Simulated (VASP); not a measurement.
# Rh (P6_3/mmc) in VASP: a series of runs

Aim: see how the results for Rh move with the level of theory and the settings. Levels: PBEsol, LDA, BLYP. Tasks: single point.

Everything below comes from runs of VASP 6.6.1. Logs are shortened: lines on timing, memory, paths and dates and some standing lists are left out, and cuts for length are marked.

## (1) The cell of the first run

The structure is hexagonal, space group P6_3/mmc (No. 194). The conventional cell has a = 2.731 Å, b = 2.731 Å, c = 4.428 Å, α = 90.00°, β = 90.00°, γ = 120.00°. Rh (site symmetry -6m2) has 12 Rh at 2.72 to 2.73 Å within 3.6 Å.

## (2) Single point, PBEsol

Contents of INCAR:

```
SYSTEM = Rh
  PREC = Accurate
  ENCUT = 520
  EDIFF = 1E-7
  ISMEAR = 0
  SIGMA = 0.05
  LREAL = .FALSE.
  LASPH = .TRUE.
  NELM = 80
  ALGO = Normal
  ISIF = 2
  LWAVE = .FALSE.
  LCHARG = .TRUE.
  GGA = PS
  LELF = .TRUE.
  LVHAR = .TRUE.
  NBANDS = 22
```

Contents of KPOINTS:

```
regular mesh
0
G
  13 13 7
  0 0 0
```

Contents of POSCAR:

```
Rh
1.0
    2.7309790400      0.0000000000      0.0000000000
   -1.3654895200      2.3650972300      0.0000000000
    0.0000000000      0.0000000000      4.4284890000
Rh
2
Direct
    0.6666666700      0.3333333300      0.7500000000
    0.3333333300      0.6666666700      0.2500000000
```

Potentials or basis: VASP PAW PBE potentials, release 64 (Rh_pv).

On the command line:

```console
> cat potpaw_PBE.64/Rh_pv/POTCAR > POTCAR
> mpirun -np 1 vasp_std > vasp.out
```

OUTCAR:

```text
SYSTEM = Rh
   PREC = Accurate
   ENCUT = 520
   EDIFF = 1E-7
   ISMEAR = 0
   LREAL = .FALSE.
   LASPH = .TRUE.
   NELM = 80
   ISIF = 2
   GGA = PS

 ion  position               nearest neighbor table
   1  0.667  0.333  0.750-   2 2.72   2 2.72   2 2.72   2 2.72   2 2.72   2 2.72
   2  0.333  0.667  0.250-   1 2.72   1 2.72   1 2.72   1 2.72   1 2.72   1 2.72

  LATTYP: Found a hexagonal cell.
 ALAT       =     2.7309790400
 C/A-ratio  =     1.6215756090

  Lattice vectors:

 A1 = (   2.7309790400,   0.0000000000,   0.0000000000)
 A2 = (  -1.3654895200,   2.3650972300,   0.0000000000)
 A3 = (   0.0000000000,   0.0000000000,   4.4284890000)

Analysis of symmetry for initial positions (statically):
=====================================================================
 Subroutine PRICEL returns:
 Original cell was already a primitive cell.

 Routine SETGRP: Setting up the symmetry group for a
 hexagonal supercell.

 Subroutine GETGRP returns: Found 24 space group operations
 (whereof 12 operations were pure point group operations)
 out of a pool of 24 trial point group operations.

The static configuration has the point symmetry D_3d.
 The point group associated with its full space group is D_6h.

Analysis of symmetry for dynamics (positions and initial velocities):
=====================================================================
 Subroutine PRICEL returns:
 Original cell was already a primitive cell.

 Routine SETGRP: Setting up the symmetry group for a
 hexagonal supercell.

 Subroutine GETGRP returns: Found 24 space group operations
 (whereof 12 operations were pure point group operations)
 out of a pool of 24 trial point group operations.

The dynamic configuration has the point symmetry D_3d.
 The point group associated with its full space group is D_6h.

 Subroutine INISYM returns: Found 24 space group operations
 (whereof 12 operations are pure point group operations),
 and found     1 'primitive' translations

----------------------------------------------------------------------------------------

                                     Primitive cell

  volume of cell :      28.6037

  direct lattice vectors                    reciprocal lattice vectors
     2.730979040  0.000000000  0.000000000     0.366169050  0.211407799  0.000000000
    -1.365489520  2.365097230  0.000000000     0.000000000  0.422815598  0.000000000
     0.000000000  0.000000000  4.428489000     0.000000000  0.000000000  0.225810655

  length of vectors
     2.730979040  2.730979044  4.428489000     0.422815599  0.422815598  0.225810655

  position of ions in fractional coordinates (direct lattice)
     0.666666670  0.333333330  0.750000000
     0.333333330  0.666666670  0.250000000

  ion indices of the primitive-cell ions
   primitive index   ion index
                 1           1
                 2           2

----------------------------------------------------------------------------------------

 KPOINTS: regular mesh

Automatic generation of k-mesh.
 Grid dimensions read from file:
 generate k-points for:   13   13    7

 Generating k-lattice:

  Cartesian coordinates                     Fractional coordinates (reciprocal lattice)
     0.028166850  0.016262138  0.000000000     0.076923077  0.000000000  0.000000000
     0.000000000  0.032524277  0.000000000     0.000000000  0.076923077  0.000000000
     0.000000000  0.000000000  0.032258665     0.000000000  0.000000000  0.142857143

  Length of vectors
     0.032524277  0.032524277  0.032258665

  Shift w.r.t. Gamma in fractional coordinates (k-lattice)
     0.000000000  0.000000000  0.000000000

 Subroutine IBZKPT returns following result:
 ===========================================

 Found     84 irreducible k-points:

 Following reciprocal coordinates:
            Coordinates               Weight
  0.000000  0.000000  0.000000      1.000000
  0.076923  0.000000  0.000000      6.000000
  0.153846 -0.000000  0.000000      6.000000
  0.230769  0.000000  0.000000      6.000000
  0.307692 -0.000000  0.000000      6.000000
  0.384615  0.000000  0.000000      6.000000
[... 16 lines left out ...]
  0.076923  0.000000  0.142857     12.000000
  0.153846 -0.000000  0.142857     12.000000
 [... further k-points ...]
   k-points           NKPTS =     84   k-points in BZ     NKDIM =     84   number of bands    NBANDS=     22
   number of dos      NEDOS =    301   number of ions     NIONS =      2
   total plane-waves  NPLWV =  14400
   dimension x,y,z NGX =    20 NGY =   20 NGZ =   36
   dimension x,y,z NGXF=    40 NGYF=   40 NGZF=   72
   ions per type =               2
   NGX,Y,Z   is equivalent  to a cutoff of  12.17, 12.17, 13.51 a.u.
   NGXF,Y,Z  is equivalent  to a cutoff of  24.35, 24.35, 27.03 a.u.
 SYSTEM =  Rh
   PREC   = accura    normal or accurate (medium, high low for compatibility)
   ISTART =      0    job   : 0-new  1-cont  2-samecut
   ICHARG =      2    charge: 1-file 2-atom 10-const
   ISPIN  =      1    spin polarized calculation?
   LNONCOLLINEAR =      F non collinear calculations
   LSORBIT =      F    spin-orbit coupling
   LASPH  =      T    aspherical Exc in radial PAW
   ENCUT  =  520.0 eV  38.22 Ry    6.18 a.u.   5.08  5.08  8.23*2*pi/ulx,y,z
   NELM   =     80;   NELMIN=  2; NELMDL= -5     # of ELM steps
   EDIFF  = 0.1E-06   stopping-criterion for ELM
   LREAL  =      F    real-space projection
   EDIFFG = 0.1E-05   stopping-criterion for IOM
   NSW    =      0    number of steps for IOM
   IBRION =     -1    ionic relax: 0-MD 1-quasi-New 2-CG
   NFREE  =      0    steps in history (QN), initial steepest desc. (CG)
   ISIF   =      2    stress and relaxation
   ISYM   =      2    0-nonsym 1-usesym 2-fastsym
   POTIM  = 0.5000    time-step for ionic-motion
   TEBEG  =    0.0;   TEEND  =   0.0 temperature during run
   PSTRESS=    0.0 pullay stress
   NELECT =      30.0000    total number of electrons
   NUPDOWN=      -1.0000    fix difference up-down
   EMIN   =  10.00;   EMAX   =-10.00  energy-range for DOS
   EFERMI =   0.00;   METHOD = LEGACY
   ISMEAR =     0;   SIGMA  =   0.05  broadening in eV -4-tet -1-fermi 0-gaus
   EFERMI_NEDOS =   21; number of points for ismear=-14 and -15
   IALGO  =     38    algorithm
   IMIX   =      4    mixing-type and parameters
     AMIX     =   0.40;   BMIX     =  1.00
     AMIX_MAG =   1.60;   BMIX_MAG =  1.00
  volume/ion in A,a.u.               =      14.30        96.51
  Fermi-wavevector in a.u.,A,eV,Ry     =   1.663314  3.143208 37.642066  2.766614
  Thomas-Fermi vector in A             =   2.750053
   LORBIT       =      0    0 simple, 1 ext, 2 COOP (PROOUT), +10 PAW based schemes
   GGA     = PS    functional components
   LHFCALC =     F    Hartree Fock is set to
   AEXX    =    0.0000 exact exchange contribution
   IVDW    =     0    specifies the selected vdW correction
   LEPSILON=     F    determine dielectric tensor
   LRPA    =     F    only Hartree local field effects (RPA)
 non-spin polarized calculation
 Gauss-broadening in eV      SIGMA  =   0.05
  energy-cutoff  :      520.00
  volume of cell :       28.60
 maximum number of plane-waves:       785
   NGX = 11   NGY = 11   NGZ = 17

 number of electron      30.0000009 magnetization

 Free energy of the ion-electron system (eV)
  ---------------------------------------------------
  ext. energy  EPLUGINS =         0.00000000
  ---------------------------------------------------
  free energy    TOTEN  =       -16.12564649 eV

  energy without entropy =      -16.12126665  energy(sigma->0) =      -16.12345657

 E-fermi :  11.1561     XC(G=0): -13.9638

 val. band max:       11.1528381714   @ k =   0.3846   0.1538   0.2857
 cond. band min:      11.1591268778   @ k =   0.0000   0.0000   0.2857
 fundamental gap:      0.0062887063
 Fermi energy:        11.1560757374

 k-point     1 :       0.0000    0.0000    0.0000
  band No.  band energies     occupation
      1     -35.8757      2.00000
      2     -35.2885      2.00000
      3     -35.2885      2.00000
      4     -35.2226      2.00000
      5     -35.1953      2.00000
      6     -35.1953      2.00000
[... 14 lines left out ...]
     21      29.1142      0.00000
     22      29.7247      0.00000

 k-point     2 :       0.0769    0.0000    0.0000
  band No.  band energies     occupation
      1     -35.8637      2.00000
      2     -35.3160      2.00000
      3     -35.2974      2.00000
      4     -35.2275      2.00000
      5     -35.2237      2.00000
      6     -35.1997      2.00000
[... 14 lines left out ...]
     21      29.3422      0.00000
     22      29.8274      0.00000

 k-point     3 :       0.1538   -0.0000    0.0000
  band No.  band energies     occupation
      1     -35.8291      2.00000
      2     -35.3921      2.00000
      3     -35.3216      2.00000
      4     -35.3018      2.00000
      5     -35.2425      2.00000
      6     -35.2125      2.00000
[... 14 lines left out ...]
     21      29.4906      0.00000
     22      29.7983      0.00000

 k-point     4 :       0.2308    0.0000    0.0000
  band No.  band energies     occupation
      1     -35.7763      2.00000
      2     -35.4997      2.00000
      3     -35.4095      2.00000
      4     -35.3546      2.00000
      5     -35.2676      2.00000
      6     -35.2314      2.00000
[... 14 lines left out ...]
     21      28.1763      0.00000
     22      28.6885      0.00000

 k-point     5 :       0.3077   -0.0000    0.0000
  band No.  band energies     occupation
      1     -35.7122      2.00000
      2     -35.6142      2.00000
      3     -35.5209      2.00000
      4     -35.3887      2.00000
      5     -35.3022      2.00000
      6     -35.2521      2.00000
[... 14 lines left out ...]
     21      26.3693      0.00000
     22      27.2640      0.00000

 k-point     6 :       0.3846    0.0000    0.0000
  band No.  band energies     occupation
      1     -35.7090      2.00000
      2     -35.6474      2.00000
      3     -35.6112      2.00000
      4     -35.4164      2.00000
      5     -35.3425      2.00000
      6     -35.2698      2.00000
[... 14 lines left out ...]
     21      24.9130      0.00000
     22      26.1030      0.00000

 k-point     7 :       0.4615    0.0000    0.0000
  band No.  band energies     occupation
      1     -35.7626      2.00000
      2     -35.6615      2.00000
      3     -35.6005      2.00000
      4     -35.4318      2.00000
      5     -35.3756      2.00000
      6     -35.2799      2.00000
[... 324 lines left out ...]
      6     -35.4178      2.00000
[... 14 lines left out ...]
     21      23.5218      0.00000
     22      25.3407      0.00000

 k-point    21 :       0.3077    0.3077    0.0000
  band No.  band energies     occupation
      1     -35.6776      2.00000
      2     -35.5959      2.00000
      3     -35.5584      2.00000
      4     -35.5112      2.00000
      5     -35.4624      2.00000
      6     -35.4487      2.00000
[... 14 lines left out ...]
     21      24.1997      0.00000
     22      26.0238      0.00000

 k-point    22 :       0.0000    0.0000    0.1429
  band No.  band energies     occupation
      1     -35.8444      2.00000
      2     -35.2839      2.00000
      3     -35.2839      2.00000
      4     -35.2560      2.00000
      5     -35.1999      2.00000
      6     -35.1999      2.00000
[... 14 lines left out ...]
     21      29.2314      0.00000
     22      29.6563      0.00000

 k-point    23 :       0.0769    0.0000    0.1429
  band No.  band energies     occupation
      1     -35.8338      2.00000
      2     -35.3108      2.00000
      3     -35.2926      2.00000
      4     -35.2693      2.00000
      5     -35.2189      2.00000
      6     -35.2046      2.00000
[... 14 lines left out ...]
     21      29.3700      0.00000
     22      29.8183      0.00000

 k-point    24 :       0.1538   -0.0000    0.1429
  band No.  band energies     occupation
      1     -35.8041      2.00000
      2     -35.3850      2.00000
      3     -35.3299      2.00000
      4     -35.3162      2.00000
      5     -35.2480      2.00000
      6     -35.2179      2.00000
[... 14 lines left out ...]
     21      29.0384      0.00000
     22      29.6162      0.00000

 [... further k-points ...]

------------------------ aborting loop because EDIFF is reached ----------------------------------------

  FORCE on cell =-STRESS in cart. coord.  units (eV):
  Direction    XX          YY          ZZ          XY          YZ          ZX
  --------------------------------------------------------------------------------------
  -------------------------------------------------------------------------------------
  Total       -2.3969297     -2.3969297     -2.6172986      0.0000000      0.0000000      0.0000000
  in kB     -134.2588570   -134.2588575   -146.6023456      0.0000000      0.0000000      0.0000000
  external PRESSURE =    -138.3733534 kB  Pullay stress =       0.0000000 kB

 VOLUME and BASIS-vectors are now :
 -----------------------------------------------------------------------------
  energy-cutoff  :      520.00
  volume of cell :       28.60
      direct lattice vectors                 reciprocal lattice vectors
     2.730979040  0.000000000  0.000000000     0.366169050  0.211407799  0.000000000
    -1.365489520  2.365097230  0.000000000     0.000000000  0.422815598  0.000000000
     0.000000000  0.000000000  4.428489000     0.000000000  0.000000000  0.225810655

 POSITION                                       TOTAL-FORCE (eV/Angst)
 -----------------------------------------------------------------------------------
      1.36549      0.78837      3.32137        -0.000000      0.000000      0.000000
     -0.00000      1.57673      1.10712         0.000000     -0.000000      0.000000
 -----------------------------------------------------------------------------------
    total drift:                               -0.000005      0.000003     -0.000000

  FREE ENERGIE OF THE ION-ELECTRON SYSTEM (eV)
  ---------------------------------------------------
  free  energy   TOTEN  =       -16.1256464851 eV

  energy  without entropy=      -16.1212666464  energy(sigma->0) =      -16.12345657
```

It took 51 s on 1 thread of AMD EPYC 7R13 (Zen 3), shared host; peak memory 0.13 GiB.

What came out:

```
Free energy            : -16.1256 eV
Pressure               : -13.8 GPa
Band gap on the k mesh : zero (band 15 reaches 11.71 eV, above the bottom of band 16 at 9.51 eV)
```

Caveat: the PAW data sets were made with another functional, which shifts forces and pressure a little.

## (3) Single point, LDA

Contents of INCAR:

```
SYSTEM = Rh
  ALGO = Normal
  EDIFF = 1E-7
  ENCUT = 520
  ISIF = 2
  ISMEAR = 0
  LASPH = .True.
  LCHARG = .False.
  LREAL = .False.
  LWAVE = .False.
  NBANDS = 22
  NELM = 60
  PREC = Accurate
  SIGMA = 0.05
```

Contents of KPOINTS:

```
k-points
0
Gamma
  13 13 7
  0 0 0
```

POSCAR is that of step 2.

Potentials or basis: VASP PAW LDA potentials, release 64 (Rh_pv).

On the command line:

```console
> cat potpaw_LDA.64/Rh_pv/POTCAR > POTCAR
> mpirun -np 1 vasp_std > vasp.out
```

Wall time 58 s (1 thread of AMD EPYC 7R13 (Zen 3), shared host); peak memory 0.12 GiB.

The run converged. Its results:

- Free energy: -17.1590 eV
- Pressure: -18.8 GPa
- Band gap on the k mesh: zero (band 15 reaches 11.66 eV, above the bottom of band 16 at 9.46 eV)

Stress tensor (GPa, compression positive):
```
-18.36   0.00   0.00
  0.00 -18.36   0.00
  0.00   0.00 -19.68
```

Levels at points of the mesh, in eV from the Fermi level:
| k point | band 13 | band 14 | band 15 | band 16 | band 17 | band 18 |
| --- | --- | --- | --- | --- | --- | --- |
| (0.00, 0.00, 0.00) | -2.40 | -1.82 | -1.82 | 0.11 | 0.11 | 0.68 |

(Continued in part 2 of 2.)
